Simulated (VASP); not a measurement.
# TiAl (P4/mmm) in VASP: a series of runs, part 2 of 2

VASP 6.6.1. The steps go on from the part before.

## Step 3: Single point, PBEsol (strain +0.000 along x and y, -0.080 along z)

The input, INCAR:

```
ALGO = Fast
EDIFF = 1E-6
ENCUT = 520
GGA = PS
ISIF = 2
ISMEAR = 0
LASPH = True
LCHARG = False
LREAL = False
LWAVE = False
NBANDS = 14
NELM = 100
PREC = Accurate
SIGMA = 0.15
```

The input, KPOINTS:

```
k-points
0
Gamma
  16 16 16
```

The input, POSCAR:

```
TiAl
1.0
    3.1790640000      0.0000000000      0.0000000000
    0.0000000000      3.1790640000      0.0000000000
    0.0000000000      0.0000000000      2.9247388800
Ti Al
1 1
Direct
    0.0000000000      0.0000000000      0.0000000000
    0.5000000000      0.5000000000      0.5000000000
```

Potentials or basis: VASP PAW PBE potentials, release 64 (Ti_sv, Al).

Started as:

```sh
> cat potpaw_PBE.64/Ti_sv/POTCAR potpaw_PBE.64/Al/POTCAR > POTCAR
> mpirun -np 1 vasp_std > vasp.out
```

OUTCAR:

```text
EDIFF = 1E-6
   ENCUT = 520
   GGA = PS
   ISIF = 2
   ISMEAR = 0
   LASPH = True
   LREAL = False
   NELM = 100
   PREC = Accurate

 ion  position               nearest neighbor table
   1  0.000  0.000  0.000-   2 2.68   2 2.68   2 2.68   2 2.68   2 2.68   2 2.68   2 2.68   2 2.68

   2  0.500  0.500  0.500-   1 2.68   1 2.68   1 2.68   1 2.68   1 2.68   1 2.68   1 2.68   1 2.68

  LATTYP: Found a simple tetragonal cell.
 ALAT       =     3.1790640000
 C/A-ratio  =     0.9200000000

  Lattice vectors:

 A1 = (   3.1790640000,   0.0000000000,   0.0000000000)
 A2 = (   0.0000000000,   3.1790640000,   0.0000000000)
 A3 = (   0.0000000000,   0.0000000000,   2.9247388800)

Analysis of symmetry for initial positions (statically):
=====================================================================
 Subroutine PRICEL returns:
 Original cell was already a primitive cell.

 Routine SETGRP: Setting up the symmetry group for a
 simple tetragonal supercell.

 Subroutine GETGRP returns: Found 16 space group operations
 (whereof 16 operations were pure point group operations)
 out of a pool of 16 trial point group operations.

[... 179 lines left out ...]
      7       8.0316      2.00000
      8      11.2581      0.00000
      9      11.7714      0.00000
     10      11.7714      0.00000
     11      13.6377      0.00000
     12      13.6377      0.00000
     13      16.1375      0.00000
     14      18.6438      0.00000
[... 377 lines left out ...]
      1     -46.8825      2.00000
      2     -23.4211      2.00000
      3     -23.2476      2.00000
      4     -23.0700      2.00000
      5       3.2803      2.00000
      6       4.3577      2.00000
      7       8.8943      2.00000
      8       9.0198      2.00000
      9      10.4886      0.00000
     10      11.7578      0.00000
     11      12.6078      0.00000
     12      15.9654      0.00000
     13      17.5147      0.00000
     14      19.4692      0.00000

 [... further k-points ...]

------------------------ aborting loop because EDIFF is reached ----------------------------------------

  FORCE on cell =-STRESS in cart. coord.  units (eV):
  Direction    XX          YY          ZZ          XY          YZ          ZX
  --------------------------------------------------------------------------------------
  -------------------------------------------------------------------------------------
  Total        1.6174214      1.6174214      1.4420749      0.0000000      0.0000000      0.0000000
  in kB       87.6694174     87.6694174     78.1650759      0.0000000      0.0000000      0.0000000
  external PRESSURE =      84.5013036 kB  Pullay stress =       0.0000000 kB

 VOLUME and BASIS-vectors are now :
 -----------------------------------------------------------------------------
  energy-cutoff  :      520.00
  volume of cell :       29.56
      direct lattice vectors                 reciprocal lattice vectors
     3.179064000  0.000000000  0.000000000     0.314557996  0.000000000  0.000000000
     0.000000000  3.179064000  0.000000000     0.000000000  0.314557996  0.000000000
     0.000000000  0.000000000  2.924738880     0.000000000  0.000000000  0.341910865

 POSITION                                       TOTAL-FORCE (eV/Angst)
 -----------------------------------------------------------------------------------
      0.00000      0.00000      0.00000         0.000000      0.000000      0.000000
      1.58953      1.58953      1.46237         0.000000      0.000000      0.000000
 -----------------------------------------------------------------------------------
    total drift:                                0.000000      0.000000      0.000000

  FREE ENERGIE OF THE ION-ELECTRON SYSTEM (eV)
  ---------------------------------------------------
  free  energy   TOTEN  =       -12.9422475155 eV

  energy  without entropy=      -12.9142617341  energy(sigma->0) =      -12.92825462
```

stdout:

```text
POSCAR found type information on POSCAR TiAl
 POSCAR found :  2 types and       2 ions
 scaLAPACK will be used
 -----------------------------------------------------------------------------
|                                                                             |
|                                                                             |
|     You enforced a specific xc type in the INCAR file but a different       |
|     I HOPE YOU KNOW WHAT YOU ARE DOING!                                     |
|                                                                             |
 -----------------------------------------------------------------------------

 LDA part: xc-table for (Slater+PW92), standard interpolation
 POSCAR, INCAR and KPOINTS ok, starting setup
 FFT: planning ... GRIDC
 FFT: planning ... GRID_SOFT
 FFT: planning ... GRID
 WAVECAR not read
 entering main loop
WARNING in EDDRMM: call to ZHEGV failed, returncode =   8  4     13
WARNING in EDDRMM: call to ZHEGV failed, returncode =   6  3     11
WARNING in EDDRMM: call to ZHEGV failed, returncode =   8  4     14
WARNING in EDDRMM: call to ZHEGV failed, returncode =   6  3      5
WARNING in EDDRMM: call to ZHEGV failed, returncode =   6  3     14
```

It took 4.4 min on 1 thread of Intel Xeon 8259CL, shared host; peak memory 0.28 GiB.

Results:

```
Free energy            : -12.9422 eV
Pressure               : 8.5 GPa
Band gap on the k mesh : zero (an odd number of electrons rules out a gap without spin polarisation)
```

Stress tensor (GPa, compression positive):
```
8.77 0.00 0.00
0.00 8.77 0.00
0.00 0.00 7.82
```

Caveat: the cell differs from its parent crystal (strain +0.000 along x and y, -0.080 along z); the cell stands under pressure; the PAW data sets were made with another functional, which shifts forces and pressure a little.
